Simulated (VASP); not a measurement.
**Zr2O: single point with PBEsol**

Crystal: Zr2O.

```xyz
6
Lattice="5.3267 0.0000 0.0000 0.0000 5.3267 0.0000 0.0000 0.0000 3.2462" Properties=species:S:1:pos:R:3 pbc="T T T"
Zr    1.5780    1.5780    0.0000
Zr    3.7487    3.7487    0.0000
Zr    4.2414    1.0853    1.6231
Zr    1.0853    4.2414    1.6231
O     0.0000    0.0000    0.0000
O     2.6633    2.6633    1.6231
```

```json
{
  "Program": "VASP 6.6.1",
  "Task": "single point",
  "Functional": "PBEsol",
  "Potentials or basis": "VASP PAW PBE potentials, release 64 (Zr_sv, O)",
  "Cutoff": "520 eV",
  "k mesh": "4 × 4 × 6",
  "Occupations": "gaussian, width 0.1 eV",
  "Spin": "no spin polarisation",
  "Dipole correction": "no",
  "Further INCAR settings": "ALGO = Normal; EDIFF = 1e-06; NBANDS = 39"
}
```

The pressure is 3.5 GPa and the largest force is 0.864 eV/Å. The band gap on the k mesh is zero (band 30 reaches 11.00 eV, above the bottom of band 31 at 10.46 eV).

Forces on the atoms (eV/Å):
```
Zr  -0.611 -0.611  0.000
Zr   0.611  0.611  0.000
Zr  -0.611  0.611  0.000
Zr   0.611 -0.611  0.000
O    0.000  0.000  0.000
O    0.000  0.000  0.000
```

Stress tensor (GPa, compression positive):
```
3.47 0.00 0.00
0.00 3.47 0.00
0.00 0.00 3.63
```

Levels at points of the mesh, in eV from the Fermi level:
```
           k point  band 26  band 27  band 28  band 29  band 30  band 31  band 32  band 33  band 34  band 35
(0.00, 0.00, 0.00)    -2.72    -0.60    -0.60    -0.02     0.04     0.15     0.29     0.85     0.85     1.52
(0.50, 0.00, 0.00)    -2.70    -1.78    -1.78     0.17     0.17     0.97     0.97     1.18     1.18     2.55
(0.50, 0.50, 0.00)    -2.09    -1.75    -1.75    -0.25    -0.25     0.81     0.81     0.83     0.83     1.13
(0.00, 0.00, 0.50)    -1.77    -1.74    -1.74    -1.61    -1.61     1.03     1.03     2.37     2.37     2.63
(0.50, 0.00, 0.50)    -2.42    -1.43    -1.43    -1.42    -1.42     0.60     0.60     2.62     2.62     2.83
(0.50, 0.50, 0.50)    -2.43    -1.50    -1.50    -1.13    -1.13     0.29     0.29     2.02     2.02     2.65
```

Wall time 38 s on 1 thread of Intel(R) Xeon(R) 6975P-C (Granite Rapids), with other jobs on the host, peak memory 0.22 GiB.

Caveat: the PAW data sets were made with another functional, which shifts forces and pressure a little.
